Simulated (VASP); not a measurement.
Wanted: the native input for a VASP 6.6.1 run.

```
Task                   : single point
Functional             : PBE
Potentials or basis    : VASP PAW PBE potentials, release 64 (Ti_sv, O)
Cutoff                 : 520 eV
k mesh                 : 6 × 6 × 9
Occupations            : fermi-dirac, width 0.02 eV
Spin                   : no spin polarisation
Dipole correction      : no
Further INCAR settings : ALGO = Normal; EDIFF = 1e-07; NBANDS = 33
```

The structure of TiO2 lies in POSCAR:

```
TiO2
1.0
    4.5998373239      0.0000000000      0.0000000000
    0.0000000000      4.5998373239      0.0000000000
    0.0000000000      0.0000000000      2.9592135600
Ti O
2 4
Direct
    0.0000000000      0.0000000000      0.5000000000
    0.5000000000      0.5000000000      0.0000000000
    0.3043213200      0.3043213200      0.5033792762
    0.1956786800      0.8043213200      0.0000000000
    0.8043213200      0.1956786800      0.0000000000
    0.6956786800      0.6956786800      0.5000000000
```

The input as run:

INCAR

```
PREC = Accurate ; ENCUT = 520
EDIFF = 1E-7 ; ISMEAR = -1
SIGMA = 0.02 ; LREAL = False
LASPH = True ; NELM = 100
ALGO = Normal ; ISIF = 2
LWAVE = False ; LCHARG = False
GGA = PE ; NBANDS = 33
```

KPOINTS

```
regular mesh
0
Gamma
  6 6 9
```

Potentials or basis: VASP PAW PBE potentials, release 64 (Ti_sv, O).

Run with:

```bash
$ cat potpaw_PBE.64/Ti_sv/POTCAR potpaw_PBE.64/O/POTCAR > POTCAR
$ mpirun -np 1 vasp_std > vasp.out
```

Results of the run:

```json
{
 "Pressure": "4.9 GPa",
 "Largest force": "0.083 eV/Å",
 "Band gap on the k mesh": "1.84 eV"
}
```

Caveat: the cell stands under pressure; an odd mesh through Γ misses points on the zone boundary, where band edges can lie.

Run time: 5.2 min on 1 thread of Intel Xeon 8259CL, on a shared host, peak memory 0.28 GiB.
